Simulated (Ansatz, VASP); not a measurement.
# B5N: VASP beside Ansatz

```
B N
1.0
     0.00000    2.68788    2.68788
     2.68788    0.00000    2.68788
     2.68788    2.68788    0.00000
B N
5 1
Cartesian
  2.0221 3.3537 3.3537
  4.0318 4.0318 4.0318
  3.3537 3.3537 2.0221
  3.3537 2.0221 3.3537
  2.0221 2.0221 2.0221
  0.0000 0.0000 0.0000
```

Change from the starting cell: species swapped into the Be5Au type (F-43m, No. 216).

Alike in both runs: functional PBE; k mesh 12 × 12 × 12; occupations gaussian, width 0.1 eV; no spin polarisation.

Ansatz relaxed the structure, and its values are those at the end. VASP's run is a single point on that final structure, the one shown.

|  | VASP | Ansatz |
| --- | --- | --- |
| version | VASP 6.6.1 | Ansatz 0.2.0 |
| potentials or method | VASP PAW PBE potentials, release 64 (B, N), cutoff 520 eV | scalar-relativistic, plane waves, PAW |
| valence electrons in the cell | 20 | 20 |

Ansatz gave:

```
gap on the k mesh at the Fermi level (eV) : none
pressure (GPa)                            : 0.0
```

Q: Which values does VASP return?

A: gap on the k mesh at the Fermi level (eV): none; pressure (GPa): -0.2.

A gap of «none» marks a metal or a gap that the smearing closes. With one functional, cell and mesh, what is left measures potentials, basis and numerics.
